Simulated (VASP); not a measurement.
# AlN (P6_3mc) in VASP: further runs, part 2 of 2

VASP 6.6.1. The steps go on from the part before.

### 3 Single point, r2SCAN (strain +0.050 along x and y, +0.050 along z)

The input, POSCAR:

```
AlN
1.0
    3.2665522592      0.0000000000      0.0000000000
   -1.6332761296      2.8289172392      0.0000000000
    0.0000000000      0.0000000000      5.2269000000
Al N
2 2
Direct
    0.3333333333      0.6666666667      0.0000000000
    0.6666666667      0.3333333333      0.5000000000
    0.3333333333      0.6666666667      0.3850000000
    0.6666666667      0.3333333333      0.8850000000
```

The input, INCAR.step1:

```
SYSTEM = AlN
ALGO = Normal ; EDIFF = 1E-4
ENCUT = 520 ; GGA = PE
ISMEAR = 0 ; LASPH = .TRUE.
LCHARG = .FALSE. ; LREAL = .FALSE.
LWAVE = .TRUE. ; NBANDS = 16
NELM = 100 ; PREC = Accurate
SIGMA = 0.05
```

The input, INCAR.step2:

```
SYSTEM = AlN
ALGO = Normal ; EDIFF = 1E-6
ENCUT = 520 ; ISIF = 2
ISMEAR = 0 ; ISTART = 1
LASPH = .TRUE. ; LCHARG = .FALSE.
LMIXTAU = .TRUE. ; LREAL = .FALSE.
LWAVE = .FALSE. ; METAGGA = R2SCAN
NBANDS = 16 ; NELM = 100
PREC = Accurate ; SIGMA = 0.05
```

The input, KPOINTS:

```
k-points
0
G
  12 12 6
  0 0 0
```

Potentials or basis: VASP PAW PBE potentials, release 64 (Al, N).

The run is started by

```sh
$ cat potpaw_PBE.64/Al/POTCAR potpaw_PBE.64/N/POTCAR > POTCAR
$ cp INCAR.step1 INCAR
$ mpirun -np 1 vasp_std > vasp.out
$ cp INCAR.step2 INCAR
$ mpirun -np 1 vasp_std > vasp.out
```

OUTCAR:

```text
SYSTEM = AlN
   EDIFF = 1E-6
   ENCUT = 520
   ISIF = 2
   ISMEAR = 0
   ISTART = 1
   LASPH = .TRUE.
   LREAL = .FALSE.
   METAGGA = R2SCAN
   NELM = 100
   PREC = Accurate

 ion  position               nearest neighbor table
   1  0.333  0.667  0.000-   4 1.98   4 1.98   4 1.98   3 2.01   2 3.22   2 3.22   2 3.22   2 3.22
                             2 3.22   2 3.22
   2  0.667  0.333  0.500-   3 1.98   3 1.98   3 1.98   4 2.01   1 3.22   1 3.22   1 3.22   1 3.22
                             1 3.22   1 3.22
   3  0.333  0.667  0.385-   2 1.98   2 1.98   2 1.98   1 2.01
   4  0.667  0.333  0.885-   1 1.98   1 1.98   1 1.98   2 2.01

  LATTYP: Found a hexagonal cell.
 ALAT       =     3.2665522592
 C/A-ratio  =     1.6001274693

  Lattice vectors:

 A1 = (   3.2665522592,   0.0000000000,   0.0000000000)
 A2 = (  -1.6332761296,   2.8289172392,   0.0000000000)
 A3 = (   0.0000000000,   0.0000000000,   5.2269000000)

Analysis of symmetry for initial positions (statically):
=====================================================================
 Subroutine PRICEL returns:
 Original cell was already a primitive cell.

 Routine SETGRP: Setting up the symmetry group for a
 hexagonal supercell.
[... 170 lines left out ...]

  energy without entropy =      -37.88513859  energy(sigma->0) =      -37.88513859

 E-fermi :   4.9051     XC(G=0): -10.7587

 val. band max:        4.6426314926   @ k =   0.0000   0.0000   0.0000
 cond. band min:       8.1819455573   @ k =   0.0000   0.0000   0.0000
 fundamental gap:      3.5393140647
 Fermi energy:         4.9050936734

 k-point     1 :       0.0000    0.0000    0.0000
  band No.  band energies     occupation
      1     -10.5496      2.00000
      2      -8.8522      2.00000
      3      -0.8133      2.00000
      4       3.7413      2.00000
      5       3.7413      2.00000
      6       4.3673      2.00000
[... 433 lines left out ...]
      3       0.0817      2.00000
      4       0.9201      2.00000
      5       1.5229      2.00000
      6       2.9198      2.00000
[... 8 lines left out ...]
     15      16.5667      0.00000
     16      18.4556      0.00000

 [... further k-points ...]
[... 5 lines left out ...]
  --------------------------------------------------------------------------------------
  -------------------------------------------------------------------------------------
  Total       -7.3604840     -7.3604840     -6.9345512      0.0000000      0.0000000      0.0000000
  in kB     -244.1534741   -244.1534741   -230.0249253      0.0000000      0.0000000      0.0000000
  external PRESSURE =    -239.4439579 kB  Pullay stress =       0.0000000 kB

 VOLUME and BASIS-vectors are now :
 -----------------------------------------------------------------------------
  energy-cutoff  :      520.00
  volume of cell :       48.30
      direct lattice vectors                 reciprocal lattice vectors
     3.266552259  0.000000000  0.000000000     0.306133171  0.176746068  0.000000000
    -1.633276130  2.828917239  0.000000000     0.000000000  0.353492137  0.000000000
     0.000000000  0.000000000  5.226900000     0.000000000  0.000000000  0.191317990

 POSITION                                       TOTAL-FORCE (eV/Angst)
 -----------------------------------------------------------------------------------
     -0.00000      1.88594      0.00000        -0.000000      0.000000      0.185594
      1.63328      0.94297      2.61345         0.000000     -0.000000      0.185594
     -0.00000      1.88594      2.01236        -0.000000      0.000000     -0.185594
      1.63328      0.94297      4.62581        -0.000000     -0.000000     -0.185594
 -----------------------------------------------------------------------------------
    total drift:                                0.000000      0.000000     -0.022220

  FREE ENERGIE OF THE ION-ELECTRON SYSTEM (eV)
  ---------------------------------------------------
  free  energy   TOTEN  =       -37.8851385876 eV

  energy  without entropy=      -37.8851385876  energy(sigma->0) =      -37.88513859
```

OUTCAR.step1:

```text
SYSTEM = AlN
   EDIFF = 1E-4
   ENCUT = 520
   GGA = PE
   ISMEAR = 0
   LASPH = .TRUE.
   LREAL = .FALSE.
   NELM = 100
[... 687 lines left out ...]
      1.63328      0.94297      2.61345        -0.000000      0.000000      0.171739
     -0.00000      1.88594      2.01236         0.000000     -0.000000     -0.171739
      1.63328      0.94297      4.62581        -0.000000     -0.000000     -0.171739
 -----------------------------------------------------------------------------------
    total drift:                               -0.000000      0.000000      0.000189

  FREE ENERGIE OF THE ION-ELECTRON SYSTEM (eV)
  ---------------------------------------------------
  free  energy   TOTEN  =       -29.3931358111 eV

  energy  without entropy=      -29.3931358111  energy(sigma->0) =      -29.39313581
```

OSZICAR.step1:

```text
N       E                     dE             d eps       ncg     rms          rms(c)
DAV:   1     0.401134758855E+02    0.40113E+02   -0.70238E+03  2432   0.877E+02
DAV:   2    -0.298445680369E+02   -0.69958E+02   -0.63303E+02  3496   0.177E+02
DAV:   3    -0.336440546332E+02   -0.37995E+01   -0.37857E+01  2912   0.429E+01
DAV:   4    -0.336703593309E+02   -0.26305E-01   -0.26302E-01  3112   0.406E+00
DAV:   5    -0.336707312899E+02   -0.37196E-03   -0.37196E-03  3016   0.485E-01    0.114E+01
DAV:   6    -0.293783935909E+02    0.42923E+01   -0.10845E+01  2992   0.230E+01    0.393E+00
DAV:   7    -0.294063531442E+02   -0.27960E-01   -0.55785E-01  2576   0.537E+00    0.276E+00
DAV:   8    -0.293998370686E+02    0.65161E-02   -0.85016E-02  2672   0.266E+00    0.827E-01
DAV:   9    -0.293924935965E+02    0.73435E-02   -0.15411E-02  3056   0.930E-01    0.293E-01
DAV:  10    -0.293932807875E+02   -0.78719E-03   -0.34050E-03  2760   0.362E-01    0.184E-01
DAV:  11    -0.293931318887E+02    0.14890E-03   -0.27407E-04  2536   0.126E-01    0.453E-02
DAV:  12    -0.293931358111E+02   -0.39225E-05   -0.18374E-05  1392   0.352E-02
   1 F= -.29393136E+02 E0= -.29393136E+02  d E =-.956683E-19
```

It took 3.5 min on 1 thread of Intel Xeon 8259CL, shared host; peak memory 0.19 GiB.

What came out:

```
Free energy            : -37.8851 eV
Pressure               : -23.9 GPa
Largest force          : 0.186 eV/Å
Band gap on the k mesh : 3.54 eV
```

Forces in eV/Å, atoms in the order of the input:
```
Al   0.000  0.000  0.186
Al   0.000  0.000  0.186
N    0.000  0.000 -0.186
N    0.000  0.000 -0.186
```

Levels at points of the mesh, in eV from the valence-band top:
```csv
k point,band 4,band 5,band 6,band 7,band 8,band 9,band 10,band 11,band 12,band 13
"(0.00, 0.00, 0.00)",-0.90,-0.90,-0.28,-0.28,0.00,3.54,6.15,10.36,10.85,10.85
"(0.50, 0.00, 0.00)",-3.97,-3.08,-2.02,-1.58,-0.74,5.94,6.04,7.67,10.04,10.81
"(0.00, 0.00, 0.50)",-3.16,-0.60,-0.60,-0.60,-0.60,5.89,5.89,10.02,10.02,11.17
"(0.50, 0.00, 0.50)",-5.18,-1.44,-1.44,-1.29,-1.29,5.40,5.40,9.08,9.08,11.18
```

Caveat: the cell differs from its parent crystal (strain +0.050 along x and y, +0.050 along z); the cell stands under tension; the PAW data sets were made with another functional, which shifts forces and pressure a little. A k mesh can miss the band edges.
